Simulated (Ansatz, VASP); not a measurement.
# Bi2Te3: VASP beside Ansatz

```
Bi Te
1.0
     2.20111    1.27081    9.91340
    -2.20111    1.27081    9.91340
     0.00000   -2.54163    9.91340
Bi Te
2 3
Direct
  0.81200 0.81200 0.81200
  0.40200 0.40200 0.40200
  0.61100 0.61100 0.61100
  0.20000 0.20000 0.20000
  0.00000 0.00000 0.00000
```

Change from the starting cell: volume scaled by 0.99, PAW files.

Alike in both runs: task electric field gradients; functional PBE; k mesh 8 × 8 × 8; occupations fermi-dirac, width 0.08 eV; no spin polarisation.

```csv
,VASP,Ansatz
version,VASP 6.6.1,Ansatz 0.2.0
potentials or method,"VASP PAW PBE potentials, release 64 (Bi_d, Te)","PAW with Ansatz's default frozen-core files, scalar-relativistic"
plane-wave cutoff (eV),520,420
valence electrons in the cell,48,78
```

```csv
,VASP,Ansatz,Ansatz less VASP
pressure (GPa),2.2,2.2,+0.03
"traceless stress, the component that is largest in VASP (GPa)",-0.61,-0.60,+0.007
rms of the force components (eV/Å),0.510,0.507,-0.0033
size of Vzz on the site where it differs most (V/Å²),50.8,56.5,+5.73
```

Atom by atom the forces differ by 0.004 eV/Å (rms over components). VASP's potentials hold 48 valence electrons a cell and Ansatz's 78, so a difference there can come from the potentials and not from the codes.

Neither program's run includes spin-orbit coupling.
